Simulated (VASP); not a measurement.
Here is a VASP 6.6.1 calculation.

File INCAR:

```
SYSTEM = AlN
ALGO = Normal ; EDIFF = 1E-6
ENCUT = 520 ; GGA = CA
ISIF = 2 ; ISMEAR = 0
LASPH = .True. ; LCHARG = .False.
LREAL = .False. ; LWAVE = .False.
NBANDS = 16 ; NELM = 80
PREC = Accurate ; SIGMA = 0.05
```

Contents of KPOINTS:

```
k-points
0
Gamma
  9 9 6
  0 0 0
```

The input POSCAR:

```
AlN
1.0
    3.1504000000      0.0000000000      0.0000000000
   -1.5752000000      2.7283264321      0.0000000000
    0.0000000000      0.0000000000      4.7458000000
Al N
2 2
Direct
    0.3333333333      0.6666666667     -0.0052580910
    0.6666666667      0.3333333333      0.4947419090
    0.3333333333      0.6666666667      0.3902580910
    0.6666666667      0.3333333333      0.8902580910
```

Potentials or basis: VASP PAW LDA potentials, release 64 (Al, N).

The run is started by

```console
$ cat potpaw_LDA.64/Al/POTCAR potpaw_LDA.64/N/POTCAR > POTCAR
$ mpirun -np 1 vasp_std > vasp.out
```

Q: Predict the pressure.

A: -0.4 GPa.

Q: What does it give for the band gap on the k mesh?

A: 4.05 eV, direct.

Q: Predict the largest force.

A: 0.010 eV/Å.

Forces on the atoms (eV/Å):
```
Al   0.000  0.000 -0.010
Al   0.000  0.000 -0.010
N    0.000  0.000  0.010
N    0.000  0.000  0.010
```

**Experimental background.**

From “Self-assembly of well-separated AlN nanowires directly on sputtered metallic TiN films”, 2019, arxiv:1910.07391, for a bulk crystal of AlN at 10 K: band gap 6.034 eV (an exciton energy, a little under the gap).

A measured gap of AlN is 6.034 eV (an exciton energy, a little under the gap; 10 K; quoted in “Self-assembly of well-separated AlN nanowires directly on sputtered metallic TiN films”, 2019, arxiv:1910.07391); the calculated 4.05 eV misses it by -1.99 eV. 2 values of this kind are on record (6.034 to 6.0343 eV); this one was drawn at random. The value is that of LDA on a finite k mesh, which can miss the band edges, without temperature or zero-point motion. Semilocal functionals fall short of measured gaps as a rule.
